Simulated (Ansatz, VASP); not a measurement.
## Two plane-wave programs on PtS2

Contents of INCAR:

```
PREC = Accurate
ENCUT = 520
EDIFF = 1E-7
ISMEAR = 0
SIGMA = 0.05
LREAL = False
LASPH = True
NELM = 60
ALGO = Normal
ISIF = 2
LWAVE = False
LCHARG = True
LDIPOL = True
IDIPOL = 3
DIPOL = 0.5 0.5 0.383
GGA = PE
IVDW = 12
LELF = True
LVHAR = True
LVACPOTAV = True
NBANDS = 31
```

Contents of KPOINTS:

```
regular mesh
0
Gamma
  9 9 1
```

File POSCAR:

```
PtS2
1.0
    3.5415269801      0.0000000000      0.0000000000
   -1.7707634901      3.0670523330      0.0000000000
    0.0000000000      0.0000000000     22.4670671688
S Pt
4 2
Direct
    0.6666666667      0.3333333333      0.2002931654
    0.3333333333      0.6666666667      0.3108342327
    0.3333333333      1.1666666667      0.4550453118
    0.6666666667      0.8333333333      0.5655863791
    0.0000000000      0.0000000000      0.2555636990
    1.0000000000      1.5000000000      0.5103158454
```

Input for Ansatz:

```yaml
crystal:
  lattice:
    - [3.5415269801, 0.0, 0.0]
    - [-1.7707634901, 3.067052333, 0.0]
    - [0.0, 0.0, 22.4670671688]
  atoms:
    - { symbol: S, position: [0.6666666667, 0.3333333333, 0.2002931654] }
    - { symbol: Pt, position: [0.0, 0.0, 0.255563699] }
    - { symbol: S, position: [0.3333333333, 0.6666666667, 0.3108342327] }
    - { symbol: S, position: [0.3333333333, 1.1666666667, 0.4550453118] }
    - { symbol: Pt, position: [1.0, 1.5, 0.5103158454] }
    - { symbol: S, position: [0.6666666667, 0.8333333333, 0.5655863791] }
basis:
  ecutwfc: 420
kpoints:
  mp_grid: { grid: [9, 9, 1] }
hamiltonian:
  xc: pbe
  pseudopotentials: { kind: paw, azcp: { folder: soft_1 } }
  dispersion: d3bj
scf:
  occupations: { method: gaussian, width: 0.05 }
output:
  forces: true
  eigenvalues: true
efield:
  axis: 3
  dipole_correction: true
  ramp_width: 0.04
```

Alike in both runs: task single point; functional PBE; dispersion D3(BJ); k mesh 9 × 9 × 1; occupations gaussian, width 0.05 eV; no spin polarisation.

|  | VASP | Ansatz |
| --- | --- | --- |
| version | VASP 6.6.1 | Ansatz 0.2.0 |
| potentials or method | VASP PAW PBE potentials, release 64 (S, Pt), cutoff 520 eV | scalar-relativistic, plane waves, PAW |
| valence electrons in the cell | 44 | 60 |

VASP gave:

```
gap on the k mesh at the Fermi level (eV) : 1.35
least direct gap on the mesh (eV)         : 1.46
rms of the force components (eV/Å)        : 0.032
```

Question: Estimate Ansatz's values.

Answer: gap on the k mesh at the Fermi level (eV): 1.35; least direct gap on the mesh (eV): 1.45; rms of the force components (eV/Å): 0.032.

VASP's potentials hold 44 valence electrons a cell and Ansatz's 60, so a difference there can come from the potentials and not from the codes.

Neither program's run includes spin-orbit coupling.
